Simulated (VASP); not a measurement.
Set up this calculation in VASP 6.6.1, as the native input.

| Property | Result |
| --- | --- |
| Task | single point |
| Functional | PBEsol |
| Potentials or basis | VASP PAW PBE potentials, release 64 (Si, C) |
| Cutoff | 520 eV |
| k mesh | 6 × 6 × 6 |
| Occupations | gaussian, width 0.05 eV |
| Spin | no spin polarisation |
| Dipole correction | no |
| Further INCAR settings | ALGO = Normal; EDIFF = 1e-06; NBANDS = 11 |

The structure of SiC lies in POSCAR:

```
SiC
1.0
    2.6121132413      0.0000000000      0.0000000000
    0.0000000000      2.6121132413      0.0000000000
    0.0000000000      0.0000000000      2.6121132413
Si C
1 1
Direct
    0.0000000000      0.0000000000      0.0000000000
    0.5000000000      0.5000000000      0.5000000000
```

These files were run (other wordings do the same):

INCAR

```
  PREC = Accurate
  ENCUT = 520
  EDIFF = 1E-6
  ISMEAR = 0
  SIGMA = 0.05
  LREAL = F
  LASPH = T
  NELM = 100
  ALGO = Normal
  ISIF = 2
  LWAVE = F
  LCHARG = F
  GGA = PS
  NBANDS = 11
```

KPOINTS

```
Automatic mesh
0
Gamma
  6 6 6
```

Potentials or basis: VASP PAW PBE potentials, release 64 (Si, C).

Run with:

```bash
$ cat potpaw_PBE.64/Si/POTCAR potpaw_PBE.64/C/POTCAR > POTCAR
$ mpirun -np 1 vasp_std > vasp.out
```

Results of the run:

| Property | Result |
| --- | --- |
| Pressure | 1.7 GPa |
| Band gap on the k mesh | zero (band 4 reaches 12.84 eV, above the bottom of band 5 at 9.11 eV) |

Caveat: the k points lie up to 0.40 Å⁻¹ apart; the PAW data sets were made with another functional, which shifts forces and pressure a little.

It took 3.1 s on 1 thread of Intel Xeon 8259CL (shared host), peak memory 0.12 GiB.
